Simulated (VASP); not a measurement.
# AlRu (Pmm2) in VASP: notebook, part 2 of 2

VASP 6.6.1.

### Step 3. Single point, PBEsol (atoms displaced along a vibrational mode)

File INCAR:

```
SYSTEM = AlRu
  PREC = Accurate
  ENCUT = 520
  EDIFF = 1E-7
  ISMEAR = 0
  SIGMA = 0.15
  LREAL = .FALSE.
  LASPH = .TRUE.
  NELM = 60
  ALGO = Fast
  ISIF = 2
  LWAVE = .FALSE.
  LCHARG = .FALSE.
  GGA = PS
  NBANDS = 25
```

File KPOINTS:

```
Automatic mesh
0
G
  16 16 8
  0 0 0
```

File POSCAR:

```
AlRu
1.0
    2.9763250904      0.0000000000      0.0000000000
    0.0000000000      2.9763250904      0.0000000000
    0.0000000000      0.0000000000      5.9526501809
Al Ru
2 2
Direct
    0.0000000000      0.0000000000     -0.0098107563
    0.0000000000      0.0000000000      0.5098107563
    0.4844775021      0.5000000000      0.2500000000
    0.5155224979      0.5000000000      0.7500000000
```

Potentials or basis: VASP PAW PBE potentials, release 64 (Al, Ru_pv).

Run with:

```bash
$ cat potpaw_PBE.64/Al/POTCAR potpaw_PBE.64/Ru_pv/POTCAR > POTCAR
$ mpirun -np 1 vasp_std > vasp.out
```

OUTCAR:

```text
SYSTEM = AlRu
   PREC = Accurate
   ENCUT = 520
   EDIFF = 1E-7
   ISMEAR = 0
   LREAL = .FALSE.
   LASPH = .TRUE.
   NELM = 60
   ISIF = 2
   GGA = PS

 ion  position               nearest neighbor table
   1  0.000  0.000  0.990-   4 2.52   4 2.52   4 2.57   4 2.57   3 2.59   3 2.59   3 2.64   3 2.64
                             2 2.86   2 3.09
   2  0.000  0.000  0.510-   4 2.52   4 2.52   4 2.57   4 2.57   3 2.59   3 2.59   3 2.64   3 2.64
                             1 2.86   1 3.09
   3  0.484  0.500  0.250-   1 2.59   2 2.59   1 2.59   2 2.59   1 2.64   2 2.64   1 2.64   2 2.64
                             4 2.98   4 2.98
   4  0.516  0.500  0.750-   1 2.52   2 2.52   1 2.52   2 2.52   1 2.57   2 2.57   1 2.57   2 2.57
                             3 2.98   3 2.98

  LATTYP: Found a simple tetragonal cell.
 ALAT       =     2.9763250904
 C/A-ratio  =     2.0000000000

  Lattice vectors:

 A1 = (   2.9763250904,   0.0000000000,   0.0000000000)
 A2 = (   0.0000000000,   2.9763250904,   0.0000000000)
 A3 = (   0.0000000000,   0.0000000000,   5.9526501809)

Analysis of symmetry for initial positions (statically):
=====================================================================
 Subroutine PRICEL returns:
 Original cell was already a primitive cell.

 Routine SETGRP: Setting up the symmetry group for a
 simple tetragonal supercell.

 Subroutine GETGRP returns: Found  4 space group operations
 (whereof  2 operations were pure point group operations)
 out of a pool of 16 trial point group operations.

The static configuration has the point symmetry C_1h.
 The point group associated with its full space group is C_2v.

Analysis of symmetry for dynamics (positions and initial velocities):
=====================================================================
 Subroutine PRICEL returns:
 Original cell was already a primitive cell.

 Routine SETGRP: Setting up the symmetry group for a
 simple tetragonal supercell.

[... 124 lines left out ...]
   ISMEAR =     0;   SIGMA  =   0.15  broadening in eV -4-tet -1-fermi 0-gaus
   EFERMI_NEDOS =   21; number of points for ismear=-14 and -15
   IALGO  =     68    algorithm
   IMIX   =      4    mixing-type and parameters
     AMIX     =   0.40;   BMIX     =  1.00
     AMIX_MAG =   1.60;   BMIX_MAG =  1.00
  volume/ion in A,a.u.               =      13.18        88.96
  Fermi-wavevector in a.u.,A,eV,Ry     =   1.414308  2.672655 27.215300  2.000268
  Thomas-Fermi vector in A             =   2.535864
   LORBIT       =      0    0 simple, 1 ext, 2 COOP (PROOUT), +10 PAW based schemes
   GGA     = PS    functional components
   LHFCALC =     F    Hartree Fock is set to
   AEXX    =    0.0000 exact exchange contribution
   IVDW    =     0    specifies the selected vdW correction
   LEPSILON=     F    determine dielectric tensor
   LRPA    =     F    only Hartree local field effects (RPA)
 non-spin polarized calculation
 RMM-DIIS sequential band-by-band and
 Gauss-broadening in eV      SIGMA  =   0.15
  energy-cutoff  :      520.00
  volume of cell :       52.73
 maximum number of plane-waves:      1447
 NGX is ok and might be reduce to    24
   NGX = 11   NGY = 11   NGZ = 23

 number of electron      33.9999994 magnetization

 Free energy of the ion-electron system (eV)
  ---------------------------------------------------
  ext. energy  EPLUGINS =         0.00000000
  ---------------------------------------------------
  free energy    TOTEN  =       -30.99350718 eV

  energy without entropy =      -30.95691805  energy(sigma->0) =      -30.97521261

 E-fermi :  10.8318     XC(G=0): -12.7641

 val. band max:       10.8295153787   @ k =  -0.0625   0.3750   0.2500
 cond. band min:      10.8325417205   @ k =  -0.0625   0.1250   0.5000
 fundamental gap:      0.0030263419
 Fermi energy:        10.8318315360

 k-point     1 :       0.0000    0.0000    0.0000
  band No.  band energies     occupation
      1     -31.1218      2.00000
      2     -30.9045      2.00000
      3     -30.9022      2.00000
      4     -30.8998      2.00000
      5     -30.8843      2.00000
      6     -30.8824      2.00000
[... 661 lines left out ...]
     24      19.1014      0.00000
     25      20.2440      0.00000

 [... further k-points ...]
[... 5 lines left out ...]
  --------------------------------------------------------------------------------------
  -------------------------------------------------------------------------------------
  Total        0.1620587      0.1941827      0.2642573      0.0000000      0.0000000      0.0000000
  in kB        4.9239293      5.8999738      8.0290936      0.0000000      0.0000000      0.0000000
  external PRESSURE =       6.2843322 kB  Pullay stress =       0.0000000 kB

 VOLUME and BASIS-vectors are now :
 -----------------------------------------------------------------------------
  energy-cutoff  :      520.00
  volume of cell :       52.73
      direct lattice vectors                 reciprocal lattice vectors
     2.976325090  0.000000000  0.000000000     0.335984803  0.000000000  0.000000000
     0.000000000  2.976325090  0.000000000     0.000000000  0.335984803  0.000000000
     0.000000000  0.000000000  5.952650181     0.000000000  0.000000000  0.167992402

 POSITION                                       TOTAL-FORCE (eV/Angst)
 -----------------------------------------------------------------------------------
      0.00000      0.00000      5.89425         0.067495      0.000000      0.675032
      0.00000      0.00000      3.03473         0.067495      0.000000     -0.675032
      1.44196      1.48816      1.48816         0.400058      0.000000      0.000000
      1.53436      1.48816      4.46449        -0.535048      0.000000      0.000000
 -----------------------------------------------------------------------------------
    total drift:                                0.000008      0.000000     -0.000000

  FREE ENERGIE OF THE ION-ELECTRON SYSTEM (eV)
  ---------------------------------------------------
  free  energy   TOTEN  =       -30.9935071763 eV

  energy  without entropy=      -30.9569180507  energy(sigma->0) =      -30.97521261
```

stdout:

```text
POSCAR found type information on POSCAR AlRu
 POSCAR found :  2 types and       4 ions
 scaLAPACK will be used
 -----------------------------------------------------------------------------
|                                                                             |
|                                                                             |
|     You enforced a specific xc type in the INCAR file but a different       |
|     I HOPE YOU KNOW WHAT YOU ARE DOING!                                     |
|                                                                             |
 -----------------------------------------------------------------------------

 LDA part: xc-table for (Slater+PW92), standard interpolation
 POSCAR, INCAR and KPOINTS ok, starting setup
 FFT: planning ... GRIDC
 FFT: planning ... GRID_SOFT
 FFT: planning ... GRID
 WAVECAR not read
 entering main loop
WARNING in EDDRMM: call to ZHEGV failed, returncode =   8  4     25
```

Run time: 3.9 min. Hardware: 1 thread of Intel Xeon 6975P-C (Granite Rapids), shared host; peak memory 0.51 GiB.

What came out:

| Quantity | Value |
| --- | --- |
| Free energy | -30.9935 eV |
| Pressure | 0.6 GPa |
| Largest force | 0.678 eV/Å |
| Band gap on the k mesh | zero (bands 17 and 18 overlap by 2.86 eV) |

Forces on the atoms (eV/Å):
```
Al   0.067  0.000  0.675
Al   0.067  0.000 -0.675
Ru   0.400  0.000  0.000
Ru  -0.535  0.000  0.000
```

Caveat: the cell differs from its parent crystal (atoms displaced along a vibrational mode); the PAW data sets were made with another functional, which shifts forces and pressure a little.

### Step 4. Single point, PBEsol (atoms displaced along a vibrational mode)

File INCAR:

```
PREC     = Accurate       # precision mode
ENCUT    = 520            # plane-wave cutoff, eV
EDIFF    = 1E-6           # SCF threshold, eV
ISMEAR   = 0              # smearing method
SIGMA    = 0.15           # smearing width, eV
LREAL    = F              # projectors in reciprocal space
LASPH    = T              # aspherical terms in the spheres
NELM     = 60             # most SCF steps
ALGO     = Fast           # electronic algorithm
ISIF     = 2              # what is computed and relaxed
LWAVE    = F              # write WAVECAR
LCHARG   = F              # write CHGCAR
GGA      = PS             # functional
NBANDS   = 25             # bands
```

File KPOINTS:

```
regular mesh
0
Gamma
  16 16 8
```

File POSCAR:

```
AlRu
1.0
    2.9763250904      0.0000000000      0.0000000000
    0.0000000000      2.9763250904      0.0000000000
    0.0000000000      0.0000000000      5.9526501809
Al Ru
2 2
Direct
    0.0000000000      0.0000000000     -0.0024526891
    0.0000000000      0.0000000000      0.5024526891
    0.4793033361      0.5000000000      0.2500000000
    0.5206966639      0.5000000000      0.7500000000
```

Run with:

```bash
$ cat potpaw_PBE.64/Al/POTCAR potpaw_PBE.64/Ru_pv/POTCAR > POTCAR
$ mpirun -np 1 vasp_std > vasp.out
```

It took 3.8 min on 1 thread of Intel Xeon 6975P-C (Granite Rapids), shared host; peak memory 0.51 GiB.

It converged, with:

```yaml
Free_energy: -31.0135 eV
Pressure: 0.5 GPa
Largest_force: 0.638 eV/Å
Band_gap_on_the_k_mesh: zero (bands 17 and 18 overlap by 3.03 eV)
```

Forces on the atoms (eV/Å):
```
Al   0.023  0.000  0.166
Al   0.023  0.000 -0.166
Ru   0.593  0.000  0.000
Ru  -0.638  0.000  0.000
```

Stress tensor (GPa, compression positive):
```
0.37 0.00 0.00
0.00 0.55 0.00
0.00 0.00 0.57
```

Levels at points of the mesh, in eV from the Fermi level:
```csv
k point,band 15,band 16,band 17,band 18,band 19,band 20
"(0.00, 0.00, 0.00)",0.15,0.17,0.18,0.44,2.29,6.14
"(0.50, 0.00, 0.00)",-1.23,-1.20,-1.20,0.43,1.53,2.34
"(0.00, 0.50, 0.00)",-1.35,-1.21,-1.18,0.43,1.54,2.32
"(0.50, 0.50, 0.00)",-1.22,1.55,1.65,1.66,2.74,4.09
"(0.00, 0.00, 0.50)",-0.86,-0.85,0.29,0.33,3.15,3.17
"(0.50, 0.00, 0.50)",-1.48,-1.40,-0.50,-0.46,2.16,2.18
"(0.00, 0.50, 0.50)",-1.42,-1.34,-0.48,-0.45,2.16,2.18
"(0.50, 0.50, 0.50)",1.59,1.61,1.81,1.84,1.91,1.94
```

Caveat: the cell differs from its parent crystal (atoms displaced along a vibrational mode); the PAW data sets were made with another functional, which shifts forces and pressure a little.

### Step 5. Overview

| cell | further INCAR settings | gap on the mesh (eV) | pressure (GPa) | largest force (eV/Å) |
| --- | --- | --- | --- | --- |
| as given, atomic positions A | ALGO = Fast; EDIFF = 1e-07; NBANDS = 25 | none | 0.1 | 0.17 |
| as given, atomic positions B | ALGO = Fast; EDIFF = 1e-07; NBANDS = 25 | none | 0.6 | 0.68 |
| as given, atomic positions C | ALGO = Fast; EDIFF = 1e-06; NBANDS = 25 | none | 0.5 | 0.64 |

Alike in all rows: task single point; level PBEsol; potentials or basis VASP PAW PBE potentials, release 64 (Al, Ru_pv); no spin polarisation; k mesh 16 × 16 × 8; cutoff (eV) 520; smearing gaussian 0.15 eV.

Caveats: the PAW data sets were made with another functional, which shifts forces and pressure a little.

Total energies depend on the potentials used, so only differences within one code and one set of settings carry meaning.
